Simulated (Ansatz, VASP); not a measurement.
# BeS: VASP beside Ansatz

```
Be S
1.0
     0.00000    2.43789    2.43789
     2.43789    0.00000    2.43789
     2.43789    2.43789    0.00000
Be S
1 1
Cartesian
  0.0000 0.0000 0.0000
  1.2189 1.2189 1.2189
```

Alike in both runs: functional PBE; k mesh 8 × 8 × 8; occupations gaussian, width 0.02 eV; no spin polarisation.

Ansatz relaxed the structure, and its values are those at the end. VASP's run is a single point on that final structure, the one shown.

```csv
,VASP,Ansatz
version,VASP 6.6.1,Ansatz 0.2.0
potentials or method,"VASP PAW PBE potentials, release 64 (Be, S), cutoff 600 eV","scalar-relativistic, plane waves, PAW"
valence electrons in the cell,8,8
```

```csv
,VASP,Ansatz,Ansatz less VASP
gap on the k mesh at the Fermi level (eV),3.15,3.15,0.000
least direct gap on the mesh (eV),5.68,5.66,-0.015
pressure (GPa),0.1,0.0,-0.06
```

With one functional, cell and mesh, what is left measures potentials, basis and numerics.
